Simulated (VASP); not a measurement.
Ni, 1 atom in the cell. Symmetry: Fm-3m, No. 225, cubic system. The conventional cell has a = 3.354 Å, b = 3.354 Å, c = 3.354 Å, α = 90.00°, β = 90.00°, γ = 90.00°. Ni (site symmetry m-3m) has 12 Ni at 2.37 Å within 3.1 Å. 

| Quantity | Value |
| --- | --- |
| Program | VASP 6.6.1 |
| Task | single point |
| Functional | LDA |
| Potentials or basis | VASP PAW LDA potentials, release 64 (Ni) |
| Cutoff | 520 eV |
| k mesh | 24 × 24 × 24 |
| Occupations | gaussian, width 0.15 eV |
| Spin | collinear spin, ferromagnetic start |
| Starting moments | [0.375] μB |
| Fixed moment | 0.375 μB |
| Dipole correction | no |
| Further INCAR settings | ALGO = Normal; EDIFF = 1e-06; NBANDS = 15 |

Potentials or basis: VASP PAW LDA potentials, release 64 (Ni).

The run is started by

```bash
$ cat potpaw_LDA.64/Ni/POTCAR > POTCAR
$ mpirun -np 1 vasp_std > vasp.out
```

Hardware: 1 thread of Intel(R) Xeon(R) Platinum 8488C (Sapphire Rapids) (shared host).

Problem. How long does it take, and how much memory?

Solution. Run time: 93 s on 1 thread of Intel(R) Xeon(R) Platinum 8488C (Sapphire Rapids), on a shared host, peak memory 0.19 GiB. Counts: scf iterations 12, k points 413.
